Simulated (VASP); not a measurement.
Zr: single point with PBE

Zr:

```
Zr
1.0
     3.18517    0.00000    0.00000
    -1.59258    2.75844    0.00000
     0.00000    0.00000    5.11190
Zr
2
Direct
  0.33333 0.66667 0.25000
  0.66667 0.33333 0.75000
```

This cell differs from its parent crystal: volume scaled by 0.960.

```
Program                : VASP 6.6.1
Task                   : single point
Functional             : PBE
Potentials or basis    : VASP PAW PBE potentials, release 64 (Zr_sv)
Cutoff                 : 520 eV
k mesh                 : 16 × 16 × 10
Occupations            : gaussian, width 0.05 eV
Spin                   : no spin polarisation
Dipole correction      : no
Further INCAR settings : ALGO = Fast; EDIFF = 1e-06; NBANDS = 19
```

```yaml
Pressure: 4.1 GPa
Band_gap_on_the_k_mesh: zero (band 12 reaches 10.39 eV, above the bottom of band 13 at 9.13 eV)
```

Levels at points of the mesh, in eV from the Fermi level:
```tsv
k point	band 8	band 9	band 10	band 11	band 12	band 13	band 14	band 15	band 16	band 17
(0.00, 0.00, 0.00)	-26.23	-5.73	-3.14	0.87	0.87	0.95	1.24	1.58	1.58	2.25
(0.50, 0.00, 0.00)	-26.36	-2.70	-2.56	-2.27	-0.12	0.57	0.78	1.48	5.14	5.49
(0.00, 0.00, 0.50)	-26.31	-3.99	-3.99	0.00	0.00	0.79	0.79	0.79	0.79	4.10
(0.50, 0.00, 0.50)	-26.49	-2.98	-2.98	-1.15	-1.15	1.76	1.76	2.30	2.30	5.38
```

Run time: 74 s on 1 thread of Intel(R) Xeon(R) 6975P-C (Granite Rapids), on a shared host, peak memory 0.25 GiB.
